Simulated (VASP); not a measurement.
# Si (Fd-3m) in VASP: single point with PBEsol

Aim: the single point of Si with PBEsol.

All numbers are computed with VASP 6.6.1; they aren't measurements. Logs are shortened: lines on timing, memory, paths and dates and some standing lists are left out, and cuts for length are marked.

## Step 1: The cell of the first run

The structure is cubic, space group Fd-3m (No. 227). The conventional cell has a = 5.433 Å, b = 5.433 Å, c = 5.433 Å, α = 90.00°, β = 90.00°, γ = 90.00°. Within 3.1 Å of Si (site symmetry -43m) lie 4 Si at 2.35 Å.

## Step 2: Single point, PBEsol

The input, INCAR:

```
PREC = Accurate ; ENCUT = 500
EDIFF = 1E-6 ; ISMEAR = 0
SIGMA = 0.02 ; LREAL = False
LASPH = True ; NELM = 120
ALGO = Normal ; ISIF = 2
LWAVE = False ; LCHARG = False
GGA = PS ; NBANDS = 11
GGA_COMPAT = False
```

The input, KPOINTS:

```
regular mesh
0
Gamma
  12 12 12
```

The input, POSCAR:

```
Si
1.0
    0.0000000000      2.7167270371      2.7167270371
    2.7167270371      0.0000000000      2.7167270371
    2.7167270371      2.7167270371      0.0000000000
Si
2
Direct
    0.5000000000      0.5000000000      0.5000000000
    0.7500000000      0.7500000000      0.7500000000
```

Potentials or basis: VASP PAW PBE potentials, release 64 (Si).

The run is started by

```console
cat potpaw_PBE.64/Si/POTCAR > POTCAR
mpirun -np 1 vasp_std > vasp.out
```

OUTCAR:

```text
PREC = Accurate
   ENCUT = 500
   EDIFF = 1E-6
   ISMEAR = 0
   LREAL = False
   LASPH = True
   NELM = 120
   ISIF = 2
   GGA = PS

 ion  position               nearest neighbor table
   1  0.500  0.500  0.500-   2 2.35   2 2.35   2 2.35   2 2.35
   2  0.750  0.750  0.750-   1 2.35   1 2.35   1 2.35   1 2.35

  LATTYP: Found a face centered cubic cell.
 ALAT       =     5.4334540742

  Lattice vectors:

 A1 = (   0.0000000000,   2.7167270371,   2.7167270371)
 A2 = (   2.7167270371,   0.0000000000,   2.7167270371)
 A3 = (   2.7167270371,   2.7167270371,   0.0000000000)

Analysis of symmetry for initial positions (statically):
=====================================================================
 Subroutine PRICEL returns:
 Original cell was already a primitive cell.

 Routine SETGRP: Setting up the symmetry group for a
 face centered cubic supercell.

 Subroutine GETGRP returns: Found 48 space group operations
 (whereof 24 operations were pure point group operations)
 out of a pool of 48 trial point group operations.

The static configuration has the point symmetry T_d .
 The point group associated with its full space group is O_h .

Analysis of symmetry for dynamics (positions and initial velocities):
=====================================================================
 Subroutine PRICEL returns:
 Original cell was already a primitive cell.

 Routine SETGRP: Setting up the symmetry group for a
 face centered cubic supercell.

 Subroutine GETGRP returns: Found 48 space group operations
 (whereof 24 operations were pure point group operations)
 out of a pool of 48 trial point group operations.

The dynamic configuration has the point symmetry T_d .
 The point group associated with its full space group is O_h .

 Subroutine INISYM returns: Found 48 space group operations
 (whereof 24 operations are pure point group operations),
 and found     1 'primitive' translations

----------------------------------------------------------------------------------------

                                     Primitive cell

  volume of cell :      40.1022

  direct lattice vectors                    reciprocal lattice vectors
     0.000000000  2.716727037  2.716727037    -0.184044990  0.184044990  0.184044990
     2.716727037  0.000000000  2.716727037     0.184044990 -0.184044990  0.184044990
     2.716727037  2.716727037  0.000000000     0.184044990  0.184044990 -0.184044990

  length of vectors
     3.842032221  3.842032221  3.842032221     0.318775273  0.318775273  0.318775273

  position of ions in fractional coordinates (direct lattice)
     0.500000000  0.500000000  0.500000000
     0.750000000  0.750000000  0.750000000

  ion indices of the primitive-cell ions
   primitive index   ion index
                 1           1
                 2           2

----------------------------------------------------------------------------------------

 KPOINTS: regular mesh

Automatic generation of k-mesh.
 Grid dimensions read from file:
 generate k-points for:   12   12   12

 Generating k-lattice:

  Cartesian coordinates                     Fractional coordinates (reciprocal lattice)
    -0.015337082  0.015337082  0.015337082     0.083333333  0.000000000  0.000000000
     0.015337082 -0.015337082  0.015337082     0.000000000  0.083333333  0.000000000
     0.015337082  0.015337082 -0.015337082     0.000000000  0.000000000  0.083333333

  Length of vectors
     0.026564606  0.026564606  0.026564606

  Shift w.r.t. Gamma in fractional coordinates (k-lattice)
     0.000000000  0.000000000  0.000000000

 Subroutine IBZKPT returns following result:
 ===========================================

 Found     72 irreducible k-points:

 Following reciprocal coordinates:
            Coordinates               Weight
  0.000000  0.000000  0.000000      1.000000
  0.083333  0.000000  0.000000      8.000000
  0.166667  0.000000  0.000000      8.000000
  0.250000  0.000000  0.000000      8.000000
  0.333333  0.000000  0.000000      8.000000
  0.416667  0.000000  0.000000      8.000000
[... 16 lines left out ...]
  0.500000  0.166667  0.000000     24.000000
 -0.416667  0.166667  0.000000     24.000000
 [... further k-points ...]
   k-points           NKPTS =     72   k-points in BZ     NKDIM =     72   number of bands    NBANDS=     11
   number of dos      NEDOS =    301   number of ions     NIONS =      2
   total plane-waves  NPLWV =  21952
   dimension x,y,z NGX =    28 NGY =   28 NGZ =   28
   dimension x,y,z NGXF=    56 NGYF=   56 NGZF=   56
   ions per type =               2
   NGX,Y,Z   is equivalent  to a cutoff of  12.12, 12.12, 12.12 a.u.
   NGXF,Y,Z  is equivalent  to a cutoff of  24.23, 24.23, 24.23 a.u.
 SYSTEM =  unknown system
   PREC   = accura    normal or accurate (medium, high low for compatibility)
   ISTART =      0    job   : 0-new  1-cont  2-samecut
   ICHARG =      2    charge: 1-file 2-atom 10-const
   ISPIN  =      1    spin polarized calculation?
   LNONCOLLINEAR =      F non collinear calculations
   LSORBIT =      F    spin-orbit coupling
   LASPH  =      T    aspherical Exc in radial PAW
   ENCUT  =  500.0 eV  36.75 Ry    6.06 a.u.   7.00  7.00  7.00*2*pi/ulx,y,z
   NELM   =    120;   NELMIN=  2; NELMDL= -5     # of ELM steps
   EDIFF  = 0.1E-05   stopping-criterion for ELM
   LREAL  =      F    real-space projection
   EDIFFG = 0.1E-04   stopping-criterion for IOM
   NSW    =      0    number of steps for IOM
   IBRION =     -1    ionic relax: 0-MD 1-quasi-New 2-CG
   NFREE  =      0    steps in history (QN), initial steepest desc. (CG)
   ISIF   =      2    stress and relaxation
   ISYM   =      2    0-nonsym 1-usesym 2-fastsym
   POTIM  = 0.5000    time-step for ionic-motion
   TEBEG  =    0.0;   TEEND  =   0.0 temperature during run
   PSTRESS=    0.0 pullay stress
   NELECT =       8.0000    total number of electrons
   NUPDOWN=      -1.0000    fix difference up-down
   EMIN   =  10.00;   EMAX   =-10.00  energy-range for DOS
   EFERMI =   0.00;   METHOD = LEGACY
   ISMEAR =     0;   SIGMA  =   0.02  broadening in eV -4-tet -1-fermi 0-gaus
   EFERMI_NEDOS =   21; number of points for ismear=-14 and -15
   IALGO  =     38    algorithm
   IMIX   =      4    mixing-type and parameters
     AMIX     =   0.40;   BMIX     =  1.00
     AMIX_MAG =   1.60;   BMIX_MAG =  1.00
  volume/ion in A,a.u.               =      20.05       135.31
  Fermi-wavevector in a.u.,A,eV,Ry     =   0.956567  1.807650 12.449614  0.915021
  Thomas-Fermi vector in A             =   2.085507
   LORBIT       =      0    0 simple, 1 ext, 2 COOP (PROOUT), +10 PAW based schemes
   GGA     = PS    functional components
   LHFCALC =     F    Hartree Fock is set to
   AEXX    =    0.0000 exact exchange contribution
   IVDW    =     0    specifies the selected vdW correction
   LEPSILON=     F    determine dielectric tensor
   LRPA    =     F    only Hartree local field effects (RPA)
 non-spin polarized calculation
 Gauss-broadening in eV      SIGMA  =   0.02
  energy-cutoff  :      500.00
  volume of cell :       40.10
 maximum number of plane-waves:      1036
   NGX = 13   NGY = 13   NGZ = 13

 number of electron       8.0000001 magnetization

 Free energy of the ion-electron system (eV)
  ---------------------------------------------------
  ext. energy  EPLUGINS =         0.00000000
  ---------------------------------------------------
  free energy    TOTEN  =       -11.49328589 eV

  energy without entropy =      -11.49328589  energy(sigma->0) =      -11.49328589

 E-fermi :   5.9338     XC(G=0):  -9.5480

 val. band max:        5.7743390303   @ k =   0.0000   0.0000   0.0000
 cond. band min:       6.2335639554   @ k =   0.4167   0.4167   0.0000
 fundamental gap:      0.4592249251
 Fermi energy:         5.9337532010

 k-point     1 :       0.0000    0.0000    0.0000
  band No.  band energies     occupation
      1      -6.2055      2.00000
      2       5.7743      2.00000
      3       5.7743      2.00000
      4       5.7743      2.00000
      5       8.2912      0.00000
      6       8.2912      0.00000
      7       8.2912      0.00000
      8       9.0812      0.00000
      9      13.4621      0.00000
     10      13.4621      0.00000
     11      13.4786      0.00000

 k-point     2 :       0.0833    0.0000    0.0000
  band No.  band energies     occupation
      1      -6.1143      2.00000
      2       4.9065      2.00000
      3       5.6288      2.00000
      4       5.6288      2.00000
      5       8.3282      0.00000
      6       8.5046      0.00000
      7       8.5046      0.00000
      8       9.7489      0.00000
      9      13.1795      0.00000
     10      13.1795      0.00000
     11      13.8738      0.00000

 k-point     3 :       0.1667    0.0000    0.0000
  band No.  band energies     occupation
      1      -5.8433      2.00000
      2       3.3765      2.00000
      3       5.3199      2.00000
      4       5.3199      2.00000
      5       8.0596      0.00000
      6       8.9416      0.00000
      7       8.9416      0.00000
      8      11.1662      0.00000
      9      12.7984      0.00000
     10      12.7984      0.00000
     11      14.6382      0.00000

 k-point     4 :       0.2500    0.0000    0.0000
  band No.  band energies     occupation
      1      -5.4034      2.00000
      2       1.8250      2.00000
      3       5.0100      2.00000
      4       5.0100      2.00000
      5       7.7305      0.00000
      6       9.2315      0.00000
      7       9.2315      0.00000
      8      12.6101      0.00000
      9      12.9049      0.00000
     10      12.9049      0.00000
     11      14.5537      0.00000

 k-point     5 :       0.3333    0.0000    0.0000
  band No.  band energies     occupation
      1      -4.8236      2.00000
      2       0.4129      2.00000
      3       4.7696      2.00000
      4       4.7696      2.00000
      5       7.4615      0.00000
      6       9.2234      0.00000
      7       9.2234      0.00000
      8      13.4781      0.00000
      9      13.6983      0.00000
     10      13.6983      0.00000
     11      14.7384      0.00000
[... 211 lines left out ...]
 k-point    21 :       0.3333    0.1667    0.0000
  band No.  band energies     occupation
      1      -4.9022      2.00000
      2       1.3237      2.00000
      3       3.7592      2.00000
      4       4.0146      2.00000
      5       7.6553      0.00000
      6       9.7633      0.00000
      7      10.2268      0.00000
      8      10.8039      0.00000
      9      14.7984      0.00000
     10      14.8496      0.00000
     11      16.0123      0.00000

 k-point    22 :       0.4167    0.1667    0.0000
  band No.  band energies     occupation
      1      -4.2912      2.00000
      2       0.0824      2.00000
      3       3.3165      2.00000
      4       3.9316      2.00000
      5       7.6947      0.00000
      6       9.9732      0.00000
      7      10.6158      0.00000
      8      10.7377      0.00000
      9      15.5080      0.00000
     10      15.9159      0.00000
     11      16.5262      0.00000

 k-point    23 :       0.5000    0.1667    0.0000
  band No.  band energies     occupation
      1      -3.7024      2.00000
      2      -0.8591      2.00000
      3       2.9694      2.00000
      4       3.9870      2.00000
      5       7.7253      0.00000
      6       9.8218      0.00000
      7      10.3380      0.00000
      8      12.1132      0.00000
      9      15.0476      0.00000
     10      16.1973      0.00000
     11      17.4232      0.00000

 k-point    24 :      -0.4167    0.1667    0.0000
  band No.  band energies     occupation
      1      -3.5861      2.00000
      2      -1.0210      2.00000
      3       2.7533      2.00000
      4       4.1731      2.00000
      5       7.8739      0.00000
      6       9.7689      0.00000
      7      10.1099      0.00000
      8      13.6624      0.00000
      9      14.2204      0.00000
     10      14.4989      0.00000
     11      16.7873      0.00000

 [... further k-points ...]

------------------------ aborting loop because EDIFF is reached ----------------------------------------

  FORCE on cell =-STRESS in cart. coord.  units (eV):
  Direction    XX          YY          ZZ          XY          YZ          ZX
  --------------------------------------------------------------------------------------
  -------------------------------------------------------------------------------------
  Total        0.0297176      0.0297176      0.0297176      0.0000000     -0.0000000      0.0000000
  in kB        1.1872882      1.1872882      1.1872882      0.0000000     -0.0000000      0.0000000
  external PRESSURE =       1.1872882 kB  Pullay stress =       0.0000000 kB

 VOLUME and BASIS-vectors are now :
 -----------------------------------------------------------------------------
  energy-cutoff  :      500.00
  volume of cell :       40.10
      direct lattice vectors                 reciprocal lattice vectors
     0.000000000  2.716727037  2.716727037    -0.184044990  0.184044990  0.184044990
     2.716727037  0.000000000  2.716727037     0.184044990 -0.184044990  0.184044990
     2.716727037  2.716727037  0.000000000     0.184044990  0.184044990 -0.184044990

 POSITION                                       TOTAL-FORCE (eV/Angst)
 -----------------------------------------------------------------------------------
      2.71673      2.71673      2.71673         0.000000      0.000000      0.000000
      4.07509      4.07509      4.07509        -0.000000     -0.000000     -0.000000
 -----------------------------------------------------------------------------------
    total drift:                                0.000000      0.000000     -0.000000

  FREE ENERGIE OF THE ION-ELECTRON SYSTEM (eV)
  ---------------------------------------------------
  free  energy   TOTEN  =       -11.4932858943 eV

  energy  without entropy=      -11.4932858943  energy(sigma->0) =      -11.49328589
```

It took 13 s on 1 thread of AMD EPYC 9R45 (Zen 5), shared host; peak memory 0.13 GiB.

What came out:

```yaml
Free_energy: -11.4933 eV
Pressure: 0.1 GPa
Band_gap_on_the_k_mesh: 0.46 eV (least direct gap 2.52 eV)
```

Caveat: the PAW data sets were made with another functional, which shifts forces and pressure a little. A k mesh can miss the band edges.
